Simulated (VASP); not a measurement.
Wanted: the native input for a VASP 6.6.1 run.

```
Task                   : single point
Functional             : PBE
Potentials or basis    : VASP PAW PBE potentials, release 64 (Mg, O)
Cutoff                 : 520 eV
k mesh                 : 9 × 9 × 6
Occupations            : gaussian, width 0.02 eV
Spin                   : no spin polarisation
Dipole correction      : no
Further INCAR settings : ALGO = Normal; EDIFF = 1e-07; NBANDS = 16
```

The structure of MgO lies in POSCAR:

```
MgO
1.0
    3.5930591190      0.0000000000      0.0000000000
   -1.7965295595      3.1116804743      0.0000000000
    0.0000000000      0.0000000000      4.3130288022
Mg O
2 2
Direct
    0.6666666667      0.3333333333      0.7500000000
    0.3333333333      0.6666666667      0.2500000000
    0.6666666667      0.3333333333      0.2500000000
    0.3333333333      0.6666666667      0.7500000000
```

This cell differs from its parent crystal: volume scaled by 1.06, then relaxed in part.

One way to write it, as run:

INCAR

```
PREC = Accurate ; ENCUT = 520
EDIFF = 1E-7 ; ISMEAR = 0
SIGMA = 0.02 ; LREAL = False
LASPH = True ; NELM = 80
ALGO = Normal ; ISIF = 2
LWAVE = False ; LCHARG = False
GGA = PE ; NBANDS = 16
```

KPOINTS

```
regular mesh
0
Gamma
  9 9 6
```

Potentials or basis: VASP PAW PBE potentials, release 64 (Mg, O).

Command:

```sh
$ cat potpaw_PBE.64/Mg/POTCAR potpaw_PBE.64/O/POTCAR > POTCAR
$ mpirun -np 1 vasp_std > vasp.out
```

It gave:

| Quantity | Value |
| --- | --- |
| Pressure | -6.9 GPa |
| Band gap on the k mesh | 2.98 eV, direct |

Wall time 26 s on 1 thread of Intel(R) Xeon(R) 6975P-C (Granite Rapids) (shared host), peak memory 0.18 GiB.
